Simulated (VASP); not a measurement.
# Ga (I4/mmm) in VASP: single point with LDA

Aim: the single point of Ga with LDA.

Everything below comes from runs of VASP 6.6.1. Logs are shortened: lines on timing, memory, paths and dates and some standing lists are left out, and cuts for length are marked.

### 1 The cell of the first run

The structure is tetragonal, space group I4/mmm (No. 139). The conventional cell has a = 2.808 Å, b = 2.808 Å, c = 4.458 Å, α = 90.00°, β = 90.00°, γ = 90.00°. Within 3.7 Å of Ga (site symmetry 4/mmm) lie 12 Ga at 2.81 to 2.99 Å.

### 2 Single point, LDA

INCAR reads:

```
ALGO = Fast
EDIFF = 1E-6
ENCUT = 520
GGA = CA
ISIF = 2
ISMEAR = 0
LASPH = T
LCHARG = F
LREAL = F
LWAVE = F
NBANDS = 12
NELM = 60
PREC = Accurate
SIGMA = 0.15
```

KPOINTS reads:

```
k-points
0
Gamma
  26 26 26
```

POSCAR reads:

```
Ga
1.0
   -1.4040000000      1.4040000000      2.2290000000
    1.4040000000     -1.4040000000      2.2290000000
    1.4040000000      1.4040000000     -2.2290000000
Ga
1
Direct
    0.0000000000      0.0000000000      0.0000000000
```

Potentials or basis: VASP PAW LDA potentials, release 64 (Ga_d).

Run with:

```console
> cat potpaw_LDA.64/Ga_d/POTCAR > POTCAR
> mpirun -np 1 vasp_std > vasp.out
```

OUTCAR:

```text
EDIFF = 1E-6
   ENCUT = 520
   GGA = CA
   ISIF = 2
   ISMEAR = 0
   LASPH = T
   LREAL = F
   NELM = 60
   PREC = Accurate

 ion  position               nearest neighbor table
   1  0.000  0.000  0.000-

  LATTYP: Found a body centered tetragonal cell.
 ALAT       =     2.8080000000
 C/A-ratio  =     1.5876068376

  Lattice vectors:

 A1 = (  -1.4040000000,   1.4040000000,   2.2290000000)
 A2 = (   1.4040000000,  -1.4040000000,   2.2290000000)
 A3 = (   1.4040000000,   1.4040000000,  -2.2290000000)

Analysis of symmetry for initial positions (statically):
=====================================================================
 Subroutine PRICEL returns:
 Original cell was already a primitive cell.

 Routine SETGRP: Setting up the symmetry group for a
 body centered tetragonal supercell.

 Subroutine GETGRP returns: Found 16 space group operations
 (whereof 16 operations were pure point group operations)
 out of a pool of 16 trial point group operations.

The static configuration has the point symmetry D_4h.

Analysis of symmetry for dynamics (positions and initial velocities):
=====================================================================
 Subroutine PRICEL returns:
 Original cell was already a primitive cell.

 Routine SETGRP: Setting up the symmetry group for a
 body centered tetragonal supercell.

 Subroutine GETGRP returns: Found 16 space group operations
 (whereof 16 operations were pure point group operations)
 out of a pool of 16 trial point group operations.

The dynamic configuration has the point symmetry D_4h.

 Subroutine INISYM returns: Found 16 space group operations
 (whereof 16 operations are pure point group operations),
 and found     1 'primitive' translations

----------------------------------------------------------------------------------------

                                     Primitive cell

  volume of cell :      17.5754

  direct lattice vectors                    reciprocal lattice vectors
    -1.404000000  1.404000000  2.229000000     0.000000000  0.356125356  0.224315837
     1.404000000 -1.404000000  2.229000000     0.356125356  0.000000000  0.224315837
     1.404000000  1.404000000 -2.229000000     0.356125356  0.356125356  0.000000000

  length of vectors
     2.985108541  2.985108541  2.985108541     0.420883433  0.420883433  0.503637309

  position of ions in fractional coordinates (direct lattice)
     0.000000000  0.000000000  0.000000000

  ion indices of the primitive-cell ions
   primitive index   ion index
                 1           1

----------------------------------------------------------------------------------------

 KPOINTS: k-points

Automatic generation of k-mesh.
 Grid dimensions read from file:
 generate k-points for:   26   26   26

 Generating k-lattice:

  Cartesian coordinates                     Fractional coordinates (reciprocal lattice)
     0.000000000  0.013697129  0.008627532     0.038461538  0.000000000 -0.000000000
     0.013697129  0.000000000  0.008627532     0.000000000  0.038461538 -0.000000000
     0.013697129  0.013697129  0.000000000     0.000000000  0.000000000  0.038461538

  Length of vectors
     0.016187824  0.016187824  0.019370666

  Shift w.r.t. Gamma in fractional coordinates (k-lattice)
     0.000000000  0.000000000  0.000000000

 Subroutine IBZKPT returns following result:
 ===========================================

 Found   1330 irreducible k-points:

 Following reciprocal coordinates:
            Coordinates               Weight
  0.000000  0.000000  0.000000      1.000000
  0.038462  0.000000  0.000000      8.000000
  0.076923  0.000000  0.000000      8.000000
  0.115385  0.000000 -0.000000      8.000000
  0.153846  0.000000  0.000000      8.000000
  0.192308  0.000000 -0.000000      8.000000
[... 16 lines left out ...]
  0.346154  0.038462  0.000000     16.000000
  0.384615  0.038462 -0.000000     16.000000
 [... further k-points ...]
   k-points           NKPTS =   1330   k-points in BZ     NKDIM =   1330   number of bands    NBANDS=     12
   number of dos      NEDOS =    301   number of ions     NIONS =      1
   total plane-waves  NPLWV =  13824
   dimension x,y,z NGX =    24 NGY =   24 NGZ =   24
   dimension x,y,z NGXF=    48 NGYF=   48 NGZF=   48
   ions per type =               1
   NGX,Y,Z   is equivalent  to a cutoff of  13.37, 13.37, 13.37 a.u.
   NGXF,Y,Z  is equivalent  to a cutoff of  26.73, 26.73, 26.73 a.u.
 SYSTEM =  unknown system
   PREC   = accura    normal or accurate (medium, high low for compatibility)
   ISTART =      0    job   : 0-new  1-cont  2-samecut
   ICHARG =      2    charge: 1-file 2-atom 10-const
   ISPIN  =      1    spin polarized calculation?
   LNONCOLLINEAR =      F non collinear calculations
   LSORBIT =      F    spin-orbit coupling
   LASPH  =      T    aspherical Exc in radial PAW
   ENCUT  =  520.0 eV  38.22 Ry    6.18 a.u.   5.55  5.55  5.55*2*pi/ulx,y,z
   NELM   =     60;   NELMIN=  2; NELMDL= -5     # of ELM steps
   EDIFF  = 0.1E-05   stopping-criterion for ELM
   LREAL  =      F    real-space projection
   EDIFFG = 0.1E-04   stopping-criterion for IOM
   NSW    =      0    number of steps for IOM
   IBRION =     -1    ionic relax: 0-MD 1-quasi-New 2-CG
   NFREE  =      0    steps in history (QN), initial steepest desc. (CG)
   ISIF   =      2    stress and relaxation
   ISYM   =      2    0-nonsym 1-usesym 2-fastsym
   POTIM  = 0.5000    time-step for ionic-motion
   TEBEG  =    0.0;   TEEND  =   0.0 temperature during run
   PSTRESS=    0.0 pullay stress
   NELECT =      13.0000    total number of electrons
   NUPDOWN=      -1.0000    fix difference up-down
   EMIN   =  10.00;   EMAX   =-10.00  energy-range for DOS
   EFERMI =   0.00;   METHOD = LEGACY
   ISMEAR =     0;   SIGMA  =   0.15  broadening in eV -4-tet -1-fermi 0-gaus
   EFERMI_NEDOS =   21; number of points for ismear=-14 and -15
   IALGO  =     68    algorithm
   IMIX   =      4    mixing-type and parameters
     AMIX     =   0.40;   BMIX     =  1.00
     AMIX_MAG =   1.60;   BMIX_MAG =  1.00
  volume/ion in A,a.u.               =      17.58       118.60
  Fermi-wavevector in a.u.,A,eV,Ry     =   1.480544  2.797822 29.824096  2.192009
  Thomas-Fermi vector in A             =   2.594565
   LORBIT       =      0    0 simple, 1 ext, 2 COOP (PROOUT), +10 PAW based schemes
   GGA     = CA    functional components
   LHFCALC =     F    Hartree Fock is set to
   AEXX    =    0.0000 exact exchange contribution
   IVDW    =     0    specifies the selected vdW correction
   LEPSILON=     F    determine dielectric tensor
   LRPA    =     F    only Hartree local field effects (RPA)
 non-spin polarized calculation
 RMM-DIIS sequential band-by-band and
 Gauss-broadening in eV      SIGMA  =   0.15
  energy-cutoff  :      520.00
  volume of cell :       17.58
 maximum number of plane-waves:       487
   NGX = 11   NGY = 11   NGZ = 11

 number of electron      12.9999995 magnetization

 Free energy of the ion-electron system (eV)
  ---------------------------------------------------
  ext. energy  EPLUGINS =         0.00000000
  ---------------------------------------------------
  free energy    TOTEN  =        -3.56370947 eV

  energy without entropy =       -3.55960225  energy(sigma->0) =       -3.56165586

 E-fermi :   5.9766     XC(G=0): -11.6935

 val. band max:        5.9742181913   @ k =  -0.4615   0.1154   0.0769
 cond. band min:       5.9784947742   @ k =  -0.4231  -0.4231   0.2308
 fundamental gap:      0.0042765829
 Fermi energy:         5.9766375716

 k-point     1 :       0.0000    0.0000    0.0000
  band No.  band energies     occupation
      1      -9.1648      2.00000
      2      -9.0317      2.00000
      3      -9.0317      2.00000
      4      -9.0083      2.00000
      5      -8.8688      2.00000
      6      -5.6217      2.00000
      7      18.8500      0.00000
      8      18.8500      0.00000
      9      18.8591      0.00000
     10      22.4962      0.00000
     11      22.5546      0.00000
     12      23.1406      0.00000

 k-point     2 :       0.0385    0.0000    0.0000
  band No.  band energies     occupation
      1      -9.1625      2.00000
      2      -9.0324      2.00000
      3      -9.0298      2.00000
      4      -9.0078      2.00000
      5      -8.8699      2.00000
      6      -5.5816      2.00000
      7      18.2977      0.00000
      8      18.7131      0.00000
      9      18.7987      0.00000
     10      21.8791      0.00000
     11      22.8110      0.00000
     12      23.2604      0.00000

 k-point     3 :       0.0769    0.0000    0.0000
  band No.  band energies     occupation
      1      -9.1561      2.00000
      2      -9.0352      2.00000
      3      -9.0245      2.00000
      4      -9.0050      2.00000
      5      -8.8732      2.00000
      6      -5.4609      2.00000
      7      16.9986      0.00000
      8      18.3432      0.00000
      9      18.6627      0.00000
     10      21.4790      0.00000
     11      23.0828      0.00000
     12      23.5963      0.00000

 k-point     4 :       0.1154    0.0000   -0.0000
  band No.  band energies     occupation
      1      -9.1474      2.00000
      2      -9.0414      2.00000
      3      -9.0163      2.00000
      4      -8.9979      2.00000
      5      -8.8779      2.00000
      6      -5.2589      2.00000
      7      15.4323      0.00000
      8      17.8586      0.00000
      9      18.4806      0.00000
     10      21.2382      0.00000
     11      22.8186      0.00000
     12      24.1049      0.00000

 k-point     5 :       0.1538    0.0000    0.0000
  band No.  band energies     occupation
      1      -9.1391      2.00000
      2      -9.0512      2.00000
      3      -9.0068      2.00000
      4      -8.9847      2.00000
      5      -8.8829      2.00000
      6      -4.9746      2.00000
      7      13.8037      0.00000
      8      17.3387      0.00000
      9      18.2889      0.00000
     10      21.0383      0.00000
     11      22.2738      0.00000
     12      24.7195      0.00000

 k-point     6 :       0.1923    0.0000   -0.0000
  band No.  band energies     occupation
      1      -9.1335      2.00000
      2      -9.0638      2.00000
      3      -8.9978      2.00000
      4      -8.9650      2.00000
      5      -8.8864      2.00000
      6      -4.6071      2.00000
      7      12.1857      0.00000
      8      16.8271      0.00000
      9      18.1127      0.00000
     10      20.8106      0.00000
     11      21.7960      0.00000
     12      25.3113      0.00000

 k-point     7 :       0.2308   -0.0000    0.0000
  band No.  band energies     occupation
      1      -9.1319      2.00000
      2      -9.0782      2.00000
      3      -8.9920      2.00000
      4      -8.9396      2.00000
      5      -8.8863      2.00000
      6      -4.1559      2.00000
      7      10.6077      0.00000
      8      16.3476      0.00000
      9      17.9666      0.00000
     10      20.5023      0.00000
     11      21.4931      0.00000
     12      25.4410      0.00000

 k-point     8 :       0.2692    0.0000   -0.0000
  band No.  band energies     occupation
      1      -9.1346      2.00000
      2      -9.0928      2.00000
      3      -8.9909      2.00000
      4      -8.9104      2.00000
      5      -8.8811      2.00000
      6      -3.6210      2.00000
      7       9.0840      0.00000
      8      15.9138      0.00000
      9      17.8575      0.00000
     10      20.1365      0.00000
     11      21.3577      0.00000
     12      24.9400      0.00000
[... 166 lines left out ...]
 k-point    20 :       0.2308    0.0385    0.0000
  band No.  band energies     occupation
      1      -9.1340      2.00000
      2      -9.0782      2.00000
      3      -8.9910      2.00000
      4      -8.9379      2.00000
      5      -8.8803      2.00000
      6      -3.9749      2.00000
      7      10.2036      0.00000
      8      16.1616      0.00000
      9      17.4064      0.00000
     10      20.3122      0.00000
     11      21.4207      0.00000
     12      24.9916      0.00000

 k-point    21 :       0.2692    0.0385   -0.0000
  band No.  band energies     occupation
      1      -9.1365      2.00000
      2      -9.0928      2.00000
      3      -8.9913      2.00000
      4      -8.9098      2.00000
      5      -8.8732      2.00000
      6      -3.4164      2.00000
      7       8.6978      0.00000
      8      15.7875      0.00000
      9      17.2311      0.00000
     10      19.9347      0.00000
     11      21.3514      0.00000
     12      24.3519      0.00000

 k-point    22 :       0.3077    0.0385    0.0000
  band No.  band energies     occupation
      1      -9.1426      2.00000
      2      -9.1055      2.00000
      3      -8.9955      2.00000
      4      -8.8816      2.00000
      5      -8.8620      2.00000
      6      -2.7751      2.00000
      7       7.2558      0.00000
      8      15.4364      0.00000
      9      17.1340      0.00000
     10      19.6196      0.00000
     11      21.3009      0.00000
     12      23.7705      0.00000

 k-point    23 :       0.3462    0.0385    0.0000
  band No.  band energies     occupation
      1      -9.1516      2.00000
      2      -9.1149      2.00000
      3      -9.0018      2.00000
      4      -8.8595      2.00000
      5      -8.8453      2.00000
      6      -2.0520      2.00000
      7       5.8826      1.62460
      8      15.1255      0.00000
      9      17.1041      0.00000
     10      19.3742      0.00000
     11      21.2398      0.00000
     12      23.3294      0.00000

 k-point    24 :       0.3846    0.0385   -0.0000
  band No.  band energies     occupation
      1      -9.1613      2.00000
      2      -9.1209      2.00000
      3      -9.0082      2.00000
      4      -8.8470      2.00000
      5      -8.8240      2.00000
      6      -1.2497      2.00000
      7       4.5828      2.00000
      8      14.8674      0.00000
      9      17.1290      0.00000
     10      19.1992      0.00000
     11      21.1422      0.00000
     12      23.0757      0.00000

 [... further k-points ...]
[... 5 lines left out ...]
  --------------------------------------------------------------------------------------
  -------------------------------------------------------------------------------------
  Total       -0.1529741     -0.1529741     -0.1562860      0.0000000      0.0000000      0.0000000
  in kB      -13.9451825    -13.9451825    -14.2470931      0.0000000      0.0000000      0.0000000
  external PRESSURE =     -14.0458193 kB  Pullay stress =       0.0000000 kB

 VOLUME and BASIS-vectors are now :
 -----------------------------------------------------------------------------
  energy-cutoff  :      520.00
  volume of cell :       17.58
      direct lattice vectors                 reciprocal lattice vectors
    -1.404000000  1.404000000  2.229000000     0.000000000  0.356125356  0.224315837
     1.404000000 -1.404000000  2.229000000     0.356125356  0.000000000  0.224315837
     1.404000000  1.404000000 -2.229000000     0.356125356  0.356125356  0.000000000

 POSITION                                       TOTAL-FORCE (eV/Angst)
 -----------------------------------------------------------------------------------
      0.00000      0.00000      0.00000        -0.000000     -0.000000     -0.000000
 -----------------------------------------------------------------------------------
    total drift:                                0.000000      0.000000     -0.000000

  FREE ENERGIE OF THE ION-ELECTRON SYSTEM (eV)
  ---------------------------------------------------
  free  energy   TOTEN  =        -3.5637094653 eV

  energy  without entropy=       -3.5596022543  energy(sigma->0) =       -3.56165586
```

Run time: 88 s. Hardware: 1 thread of Intel Xeon 6975P-C (Granite Rapids), shared host; peak memory 0.35 GiB.

Results:

- Free energy: -3.5637 eV
- Pressure: -1.4 GPa

Levels at points of the mesh, in eV from the Fermi level:
```
           k point  band 2  band 3  band 4  band 5  band 6  band 7  band 8  band 9  band 10  band 11
(0.00, 0.00, 0.00)  -15.01  -15.01  -14.98  -14.85  -11.60   12.87   12.87   12.88    16.52    16.58
(0.50, 0.00, 0.00)  -15.11  -14.99  -14.81  -14.77   -5.01   -4.25    8.66   11.79    12.93    15.77
(0.50, 0.50, 0.00)  -15.20  -14.81  -14.81  -14.69   -2.24   -1.40    4.10    5.02     8.29     8.35
(0.50, 0.50, 0.50)  -15.20  -14.78  -14.77  -14.77   -3.89   -3.65    6.51    6.51     9.91    10.68
```
